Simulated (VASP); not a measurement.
# VO2 (P4_2/mnm) in VASP: relaxation of shape and atoms at fixed volume with r2SCAN

Aim: the relaxation of shape and atoms at fixed volume of VO2 with r2SCAN.

All numbers are computed with VASP 6.6.1; they aren't measurements. Logs are shortened: lines on timing, memory, paths and dates and some standing lists are left out, and cuts for length are marked.

**1. The cell of the first run**

The structure is tetragonal, space group P4_2/mnm (No. 136). The conventional cell has a = 4.510 Å, b = 4.510 Å, c = 2.811 Å, α = 90.00°, β = 90.00°, γ = 90.00°. V (site symmetry mmm) has 6 O at 1.90 to 1.92 Å within 2.5 Å. O (site symmetry m2m) has 3 V at 1.90 to 1.92 Å and 9 O at 2.55 to 2.70 Å within 2.7 Å.

**2. Relaxation of shape and atoms at fixed volume, r2SCAN, collinear spin, ferromagnetic start (9.53 Å³/atom)**

File POSCAR:

```
VO2
1.0
    4.5103953231      0.0000000000      0.0000000000
    0.0000000000      4.5103953231      0.0000000000
    0.0000000000      0.0000000000      2.8111300103
V O
2 4
Direct
    0.0000000000      0.0000000000      0.0000000000
    0.5000000000      0.5000000000      0.5000000000
    0.3004530105      0.3004530105      0.0000000000
    0.1995469895      0.8004530105      0.5000000000
    0.6995469895      0.6995469895      0.0000000000
    0.8004530105      0.1995469895      0.5000000000
```

File INCAR.step1:

```
SYSTEM = VO2
  ALGO = Normal
  EDIFF = 1E-5
  EDIFFG = -0.005
  ENCUT = 660
  GGA = PE
  GGA_COMPAT = .FALSE.
  IBRION = 2
  ISIF = 3
  ISMEAR = 0
  ISPIN = 2
  KPAR = 4
  LASPH = .TRUE.
  LCHARG = .FALSE.
  LMAXMIX = 4
  LREAL = .FALSE.
  LWAVE = .TRUE.
  MAGMOM = 0.98 0.98 0 0 0 0
  NELM = 200
  NELMIN = 4
  NSW = 100
  PREC = Accurate
  SIGMA = 0.05
```

File INCAR.step2:

```
SYSTEM = VO2
  ALGO = Normal
  EDIFF = 1E-7
  EDIFFG = -0.01
  ENCUT = 660
  GGA_COMPAT = .FALSE.
  IBRION = 2
  ISIF = 4
  ISMEAR = 0
  ISPIN = 2
  ISTART = 1
  KPAR = 4
  LASPH = .TRUE.
  LCHARG = .FALSE.
  LMAXMIX = 4
  LMIXTAU = .TRUE.
  LORBIT = 11
  LREAL = .FALSE.
  LWAVE = .FALSE.
  MAGMOM = 0.98 0.98 0 0 0 0
  METAGGA = R2SCAN
  NELM = 200
  NELMIN = 4
  NSW = 60
  PREC = Accurate
  SIGMA = 0.05
```

File KPOINTS:

```
k-points
0
G
  6 6 10
  0 0 0
```

Potentials or basis: VASP PAW PBE potentials, release 64 (V_sv, O).

Launch:

```console
cat potpaw_PBE.64/V_sv/POTCAR potpaw_PBE.64/O/POTCAR > POTCAR
cp INCAR.step1 INCAR
mpirun -np 4 vasp_std > vasp.out
cp INCAR.step2 INCAR
mpirun -np 4 vasp_std > vasp.out
```

OUTCAR:

```text
SYSTEM = VO2
   EDIFF = 1E-7
   EDIFFG = -0.01
   ENCUT = 660
   IBRION = 2
   ISIF = 4
   ISMEAR = 0
   ISPIN = 2
   ISTART = 1
   LASPH = .TRUE.
   LORBIT = 11
   LREAL = .FALSE.
   METAGGA = R2SCAN
   NELM = 200
   NELMIN = 4
   NSW = 60
   PREC = Accurate

 ion  position               nearest neighbor table
   1  0.000  0.000  0.000-   4 1.90   6 1.90   4 1.90   6 1.90   5 1.92   3 1.92
   2  0.500  0.500  0.500-   3 1.90   5 1.90   3 1.90   5 1.90   4 1.92   6 1.92
   3  0.300  0.300  0.000-   2 1.90   2 1.90   1 1.92
   4  0.200  0.800  0.500-   1 1.90   1 1.90   2 1.92
   5  0.700  0.700  0.000-   2 1.90   2 1.90   1 1.92
   6  0.800  0.200  0.500-   1 1.90   1 1.90   2 1.92

  LATTYP: Found a simple tetragonal cell.
 ALAT       =     4.5103953231
 C/A-ratio  =     0.6232557922

  Lattice vectors:

 A1 = (   4.5103953231,   0.0000000000,   0.0000000000)
 A2 = (   0.0000000000,   4.5103953231,   0.0000000000)
 A3 = (   0.0000000000,   0.0000000000,   2.8111300103)

Analysis of symmetry for initial positions (statically):
=====================================================================
 Subroutine PRICEL returns:
 Original cell was already a primitive cell.

 Routine SETGRP: Setting up the symmetry group for a
 simple tetragonal supercell.

 Subroutine GETGRP returns: Found 16 space group operations
 (whereof  8 operations were pure point group operations)
 out of a pool of 16 trial point group operations.

The static configuration has the point symmetry D_2h.
 The point group associated with its full space group is D_4h.

Analysis of symmetry for dynamics (positions and initial velocities):
=====================================================================
 Subroutine PRICEL returns:
 Original cell was already a primitive cell.

 Routine SETGRP: Setting up the symmetry group for a
 simple tetragonal supercell.

 Subroutine GETGRP returns: Found 16 space group operations
 (whereof  8 operations were pure point group operations)
 out of a pool of 16 trial point group operations.

The dynamic configuration has the point symmetry D_2h.
 The point group associated with its full space group is D_4h.

Analysis of structural, dynamic, and magnetic symmetry:
=====================================================================
 Subroutine PRICEL returns:
 Original cell was already a primitive cell.

 Routine SETGRP: Setting up the symmetry group for a
 simple tetragonal supercell.

 Subroutine GETGRP returns: Found 16 space group operations
 (whereof  8 operations were pure point group operations)
 out of a pool of 16 trial point group operations.

The overall configuration has the point symmetry D_2h.
 The point group associated with its full space group is D_4h.

 Subroutine INISYM returns: Found 16 space group operations
 (whereof  8 operations are pure point group operations),
 and found     1 'primitive' translations

----------------------------------------------------------------------------------------

                                     Primitive cell

  volume of cell :      57.1887

  direct lattice vectors                    reciprocal lattice vectors
     4.510395323  0.000000000  0.000000000     0.221710056  0.000000000  0.000000000
     0.000000000  4.510395323  0.000000000     0.000000000  0.221710056  0.000000000
     0.000000000  0.000000000  2.811130010     0.000000000  0.000000000  0.355728834

  length of vectors
     4.510395323  4.510395323  2.811130010     0.221710056  0.221710056  0.355728834

  position of ions in fractional coordinates (direct lattice)
     0.000000000  0.000000000  0.000000000
     0.500000000  0.500000000  0.500000000
     0.300453011  0.300453011  0.000000000
     0.199546989  0.800453011  0.500000000
     0.699546989  0.699546989  0.000000000
     0.800453011  0.199546989  0.500000000

  ion indices of the primitive-cell ions
   primitive index   ion index
                 1           1
                 2           2
                 3           3
                 4           4
                 5           5
                 6           6

----------------------------------------------------------------------------------------

 KPOINTS: k-points

Automatic generation of k-mesh.
 Grid dimensions read from file:
 generate k-points for:    6    6   10

 Generating k-lattice:

  Cartesian coordinates                     Fractional coordinates (reciprocal lattice)
     0.036951676  0.000000000  0.000000000     0.166666667  0.000000000  0.000000000
     0.000000000  0.036951676  0.000000000     0.000000000  0.166666667  0.000000000
     0.000000000  0.000000000  0.035572883     0.000000000  0.000000000  0.100000000

  Length of vectors
     0.036951676  0.036951676  0.035572883

  Shift w.r.t. Gamma in fractional coordinates (k-lattice)
     0.000000000  0.000000000  0.000000000

 Subroutine IBZKPT returns following result:
 ===========================================

 Found     60 irreducible k-points:

 Following reciprocal coordinates:
            Coordinates               Weight
  0.000000  0.000000  0.000000      1.000000
  0.166667  0.000000  0.000000      4.000000
  0.333333  0.000000  0.000000      4.000000
  0.500000  0.000000  0.000000      2.000000
  0.166667  0.166667  0.000000      4.000000
  0.333333  0.166667  0.000000      8.000000
[... 16 lines left out ...]
  0.333333  0.000000  0.200000      8.000000
  0.500000  0.000000  0.200000      4.000000
 [... further k-points ...]
   k-points           NKPTS =     60   k-points in BZ     NKDIM =     60   number of bands    NBANDS=     31
   number of dos      NEDOS =    301   number of ions     NIONS =      6
   total plane-waves  NPLWV =  38400
   dimension x,y,z NGX =    40 NGY =   40 NGZ =   24
   dimension x,y,z NGXF=    80 NGYF=   80 NGZF=   48
   ions per type =               2   4
   NGX,Y,Z   is equivalent  to a cutoff of  14.74, 14.74, 14.19 a.u.
   NGXF,Y,Z  is equivalent  to a cutoff of  29.49, 29.49, 28.39 a.u.
 SYSTEM =  VO2
   PREC   = accura    normal or accurate (medium, high low for compatibility)
   ISTART =      1    job   : 0-new  1-cont  2-samecut
   ICHARG =      0    charge: 1-file 2-atom 10-const
   ISPIN  =      2    spin polarized calculation?
   LNONCOLLINEAR =      F non collinear calculations
   LSORBIT =      F    spin-orbit coupling
   LASPH  =      T    aspherical Exc in radial PAW
   ENCUT  =  660.0 eV  48.51 Ry    6.96 a.u.   9.45  9.45  5.89*2*pi/ulx,y,z
   NELM   =    200;   NELMIN=  4; NELMDL=  0     # of ELM steps
   EDIFF  = 0.1E-06   stopping-criterion for ELM
   LREAL  =      F    real-space projection
   EDIFFG = -.1E-01   stopping-criterion for IOM
   NSW    =     60    number of steps for IOM
   IBRION =      2    ionic relax: 0-MD 1-quasi-New 2-CG
   NFREE  =      1    steps in history (QN), initial steepest desc. (CG)
   ISIF   =      4    stress and relaxation
   ISYM   =      2    0-nonsym 1-usesym 2-fastsym
   POTIM  = 0.5000    time-step for ionic-motion
   TEBEG  =    0.0;   TEEND  =   0.0 temperature during run
   PSTRESS=    0.0 pullay stress
   NELECT =      50.0000    total number of electrons
   NUPDOWN=      -1.0000    fix difference up-down
   EMIN   =  10.00;   EMAX   =-10.00  energy-range for DOS
   EFERMI =   0.00;   METHOD = LEGACY
   ISMEAR =     0;   SIGMA  =   0.05  broadening in eV -4-tet -1-fermi 0-gaus
   EFERMI_NEDOS =   21; number of points for ismear=-14 and -15
   IALGO  =     38    algorithm
   IMIX   =      4    mixing-type and parameters
     AMIX     =   0.40;   BMIX     =  1.00
     AMIX_MAG =   1.60;   BMIX_MAG =  1.00
  volume/ion in A,a.u.               =       9.53        64.32
  Fermi-wavevector in a.u.,A,eV,Ry     =   1.565410  2.958196 33.341194  2.450509
  Thomas-Fermi vector in A             =   2.667890
   LORBIT       =     11    0 simple, 1 ext, 2 COOP (PROOUT), +10 PAW based schemes
   METAGGA = R2SCAN    functional components
   LHFCALC =     F    Hartree Fock is set to
   AEXX    =    0.0000 exact exchange contribution
   IVDW    =     0    specifies the selected vdW correction
   LEPSILON=     F    determine dielectric tensor
   LRPA    =     F    only Hartree local field effects (RPA)
 conjugate gradient relaxation of ions
 spin polarized calculation
 Gauss-broadening in eV      SIGMA  =   0.05
  energy-cutoff  :      660.00
  volume of cell :       57.19
 maximum number of plane-waves:      2224
 NGX is ok and might be reduce to    40
   NGX = 19   NGY = 19   NGZ = 11

--------------------------------------- Ionic step        1  -------------------------------------------

 number of electron      49.9999986 magnetization       1.9999999

 Free energy of the ion-electron system (eV)
  ---------------------------------------------------
  ext. energy  EPLUGINS =         0.00000000
  ---------------------------------------------------
  free energy    TOTEN  =       -67.97566639 eV

  energy without entropy =      -67.97314831  energy(sigma->0) =      -67.97440735

------------------------ aborting loop because EDIFF is reached ----------------------------------------

  FORCE on cell =-STRESS in cart. coord.  units (eV):
  Direction    XX          YY          ZZ          XY          YZ          ZX
  --------------------------------------------------------------------------------------
  -------------------------------------------------------------------------------------
  Total        2.1277415      2.1277415      2.7003117      0.0000000      0.0000000      0.0000000
  in kB       59.6100251     59.6100251     75.6509397      0.0000000      0.0000000      0.0000000
  external PRESSURE =      64.9569966 kB  Pullay stress =       0.0000000 kB
[... 105 lines left out ...]
  energy  without entropy=      -67.9766238917  energy(sigma->0) =      -67.97784673

--------------------------------------- Ionic step        4  -------------------------------------------

 number of electron      49.9999987 magnetization       1.9999999

 Free energy of the ion-electron system (eV)
  ---------------------------------------------------
  ext. energy  EPLUGINS =         0.00000000
  ---------------------------------------------------
  free energy    TOTEN  =       -67.97920161 eV

  energy without entropy =      -67.97680321  energy(sigma->0) =      -67.97800241

 E-fermi :   6.4568     XC(G=0): -12.7616

 val. band max:        6.4441589499   @ k =   0.3333   0.0000   0.0000
 cond. band min:       6.4782505781   @ k =   0.3333   0.0000   0.2000
 fundamental gap:      0.0340916282
 Fermi energy:         6.4568380183

 spin component 1

 k-point     1 :       0.0000    0.0000    0.0000
  band No.  band energies     occupation
      1     -62.3310      1.00000
      2     -62.3195      1.00000
      3     -35.0767      1.00000
      4     -35.0767      1.00000
      5     -34.9667      1.00000
      6     -34.9667      1.00000
[... 805 lines left out ...]
     30       7.5180      0.00000
     31       9.6522      0.00000

 [... further k-points ...]

 spin component 2

 k-point     1 :       0.0000    0.0000    0.0000
  band No.  band energies     occupation
      1     -60.8397      1.00000
      2     -60.8272      1.00000
      3     -33.6241      1.00000
      4     -33.6241      1.00000
      5     -33.4703      1.00000
      6     -33.4544      1.00000
[... 840 lines left out ...]
  FREE ENERGIE OF THE ION-ELECTRON SYSTEM (eV)
  ---------------------------------------------------
  free  energy   TOTEN  =       -67.9792016076 eV

  energy  without entropy=      -67.9768032119  energy(sigma->0) =      -67.97800241

 reached required accuracy - stopping structural energy minimisation

 total charge

# of ion       s       p       d       tot
------------------------------------------
    1        2.287   6.357   2.897  11.541
    2        2.287   6.357   2.897  11.541
    3        1.576   3.527   0.000   5.103
    4        1.576   3.527   0.000   5.103
    5        1.576   3.527   0.000   5.103
    6        1.576   3.527   0.000   5.103
--------------------------------------------------
tot         10.876  26.824   5.795  43.495

 magnetization (x)

# of ion       s       p       d       tot
------------------------------------------
    1        0.015   0.013   1.078   1.107
    2        0.015   0.013   1.078   1.107
    3       -0.002  -0.076   0.000  -0.078
    4       -0.002  -0.076   0.000  -0.078
    5       -0.002  -0.076   0.000  -0.078
    6       -0.002  -0.076   0.000  -0.078
--------------------------------------------------
tot          0.021  -0.275   2.156   1.902
```

Wall time 19 min (4 MPI ranks of Intel Xeon Platinum 8259CL at 2.50GHz (Skylake/Cascade Lake), shared host); peak memory 0.38 GiB.

Results:

- Free energy: -67.9792 eV
- Energy gained by relaxing: 0.6 meV/atom
- Ionic steps: 4
- Pressure after relaxing: 5.9 GPa
- Largest force after relaxing: 0.003 eV/Å
- Band gap on the k mesh: zero (filled and empty bands overlap)
- Net moment: 2.00 μB per cell
- Site moments: V +1.11; O -0.08 μB
- Valence electrons inside the program's atomic spheres: V 11.54; O 5.10

Forces on the atoms (eV/Å):
```
V    0.000  0.000  0.000
V    0.000  0.000  0.000
O   -0.002 -0.002  0.000
O    0.002 -0.002  0.000
O    0.002  0.002  0.000
O   -0.002  0.002  0.000
```

The path:
```tsv
step	energy change (eV)	largest force (eV/Å)	pressure (GPa)	volume (Å³)
1	0.0000	0.1666	6.50	57.19
2	-0.0034	0.0083	5.86	57.19
3	-0.0034	0.0162	5.88	57.19
4	-0.0035	0.0033	5.86	57.19
```

Final structure:
```cif
data_structure
_symmetry_space_group_name_H-M 'P 1'
_symmetry_Int_Tables_number 1
_cell_length_a 4.5057
_cell_length_b 4.5057
_cell_length_c 2.8171
_cell_angle_alpha 90.000
_cell_angle_beta 90.000
_cell_angle_gamma 90.000
_cell_volume 57.19
loop_
_atom_site_label
_atom_site_type_symbol
_atom_site_fract_x
_atom_site_fract_y
_atom_site_fract_z
_atom_site_occupancy
V1 V 0.00000 0.00000 0.00000 1
V2 V 0.50000 0.50000 0.50000 1
O1 O 0.29910 0.29910 0.00000 1
O2 O 0.20090 0.79910 0.50000 1
O3 O 0.70090 0.70090 0.00000 1
O4 O 0.79910 0.20090 0.50000 1
```

Caveat: the PAW data sets were made with another functional, which shifts forces and pressure a little; semilocal functionals often make such compounds metallic where correlation or magnetic order opens a gap, which also shifts bond lengths.

The gap in the log of VASP goes by the Fermi energy; the results here count the filled bands.